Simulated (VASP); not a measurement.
Input of a VASP 6.6.1 run:

The input INCAR:

```
SYSTEM = LaH
ALGO     = Normal         ! electronic algorithm
EDIFF    = 1E-6           ! SCF threshold, eV
ENCUT    = 500            ! plane-wave cutoff, eV
GGA      = PE             ! functional
GGA_COMPAT= .FALSE.      
ISIF     = 2              ! what is computed and relaxed
ISMEAR   = 0              ! smearing method
LASPH    = .TRUE.         ! aspherical terms in the spheres
LCHARG   = .FALSE.        ! write CHGCAR
LMAXMIX  = 6              ! l up to which the mixer works
LREAL    = .FALSE.        ! projectors in reciprocal space
LWAVE    = .FALSE.        ! write WAVECAR
NBANDS   = 13             ! bands
NELM     = 200            ! most SCF steps
PREC     = Accurate       ! precision mode
SIGMA    = 0.2            ! smearing width, eV
```

The input KPOINTS:

```
k-points
0
G
  6 6 6
  0 0 0
```

POSCAR

```
LaH
1.0
    3.9475995249     -0.0000000030      0.0000000000
   -1.9737997598      3.4187214741      0.0000000000
    0.0000000000      0.0000000000      3.5350595400
La H
1 1
Direct
    0.0000000000      0.0000000000      0.5000000000
    0.6666666667      0.3333333333      0.5000000000
```

Potentials or basis: VASP PAW PBE potentials, release 64 (La, H).

Run with:

```bash
$ cat potpaw_PBE.64/La/POTCAR potpaw_PBE.64/H/POTCAR > POTCAR
$ mpirun -np 1 vasp_std > vasp.out
```

Question: Estimate the pressure.

Answer: -0.3 GPa.

Question: What does it give for the band gap on the k mesh?

Answer: Zero (band 6 reaches 6.43 eV, above the bottom of band 7 at 5.12 eV).

Stress tensor (GPa, compression positive):
```
-0.75  0.00  0.00
 0.00 -0.75  0.00
 0.00  0.00  0.52
```

Caveat: spin-orbit coupling is left out, which moves the levels of the heavy elements.
